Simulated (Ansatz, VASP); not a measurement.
# Two plane-wave programs on CoO

```
CELL_PARAMETERS angstrom
-1.47722 1.47722 2.06423
1.47722 -1.47722 2.06423
1.47722 1.47722 -2.06423
ATOMIC_POSITIONS crystal
Co 0.00000 0.00000 0.00000
O 0.50000 0.50000 0.00000
```

Alike in both runs: task single point; functional PBE; k mesh 12 × 12 × 12; occupations fermi-dirac, width 0.05 eV; collinear spin.

```csv
,VASP,Ansatz
version,VASP 6.6.1,Ansatz 0.2.0
potentials or method,"VASP PAW PBE potentials, release 64 (Co, O)",PseudoDojo standard (PBE files) with Ansatz NC
plane-wave cutoff (eV),520,1306
valence electrons in the cell,15,23
```

```tsv
	VASP	Ansatz	Ansatz less VASP
gap on the k mesh at the Fermi level (eV)	none	none	-
pressure (GPa)	9.7	12.6	+2.96
traceless stress, the component that is largest in VASP (GPa)	0.58	0.69	+0.107
net moment per atom (μB)	1.29	1.43	+0.139
size of the moment on the site where the two differ most (μB)	2.33	2.43	+0.102
```

The net moments are unlike, so the other rows may belong to different states. Site moments also hang on the region over which each program counts them. A gap of «none» marks a metal or a gap that the smearing closes. VASP's potentials hold 15 valence electrons a cell and Ansatz's 23, so a difference there can come from the potentials and not from the codes.
